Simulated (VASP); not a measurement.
**NiO: single point with revPBE**

**Experimental background.**

From “Local correlations, non-local screening, multiplets, and band formation in NiO”, 2012, arxiv:1210.6675, for a bulk crystal of NiO: band gap 4.3 eV.

The system is NiO.

```xyz
2
Lattice="0.0000 2.1268 2.1268 2.1268 0.0000 2.1268 2.1268 2.1268 0.0000" Properties=species:S:1:pos:R:3 pbc="T T T"
Ni    0.0000    0.0000    0.0000
O     2.1268    2.1268    2.1268
```

| Quantity | Value |
| --- | --- |
| Program | VASP 6.6.1 |
| Task | single point |
| Functional | revPBE |
| Potentials or basis | VASP PAW PBE potentials, release 64 (Ni, O) |
| Cutoff | 520 eV |
| k mesh | 11 × 11 × 11 |
| Occupations | fermi-dirac, width 0.05 eV |
| Spin | collinear spin, ferromagnetic start |
| Starting moments | [1.0, 0.0] μB |
| Dipole correction | no |
| Further INCAR settings | ALGO = Normal; EDIFF = 1e-06; NBANDS = 19 |

```yaml
Pressure: 0.2 GPa
Net_moment: 1.88 μB per cell
Site_moments: Ni +1.54; O +0.29 μB
Valence_electrons_inside_the_program's_atomic_spheres: Ni 8.87; O 4.97
```

Levels at points of the mesh, in eV from the Fermi level:
Spin up:
| k point | band 7 | band 8 | band 9 | band 10 | band 11 | band 12 |
| --- | --- | --- | --- | --- | --- | --- |
| (0.00, 0.00, 0.00) | -2.60 | -2.60 | -2.60 | 1.31 | 17.76 | 18.57 |
Spin down:
| k point | band 4 | band 5 | band 6 | band 7 | band 8 | band 9 | band 10 | band 11 |
| --- | --- | --- | --- | --- | --- | --- | --- | --- |
| (0.00, 0.00, 0.00) | -2.15 | -1.73 | -1.73 | -1.73 | -0.38 | -0.38 | 1.68 | 17.66 |

Run time: 18 s on 1 thread of Intel(R) Xeon(R) 6975P-C (Granite Rapids), with other jobs on the host, peak memory 0.17 GiB.

A measured gap of NiO is 4.3 eV (quoted in “Local correlations, non-local screening, multiplets, and band formation in NiO”, 2012, arxiv:1210.6675); the calculated 0.00 eV misses it by -4.30 eV. So large a miss can be the level of theory's own, or it may mean another phase, state or a wrong row. The value is that of revPBE on a finite k mesh, which can miss the band edges, without temperature or zero-point motion. Semilocal functionals fall short of measured gaps as a rule. The run's magnetic order (collinear spin, ferromagnetic start) needn't be the measured crystal's.

Caveat: the PAW data sets were made with another functional, which shifts forces and pressure a little; a cell with one magnetic atom can't hold antiferromagnetic order, which such compounds often take; semilocal functionals often make such compounds metallic where correlation or magnetic order opens a gap, which also shifts bond lengths.
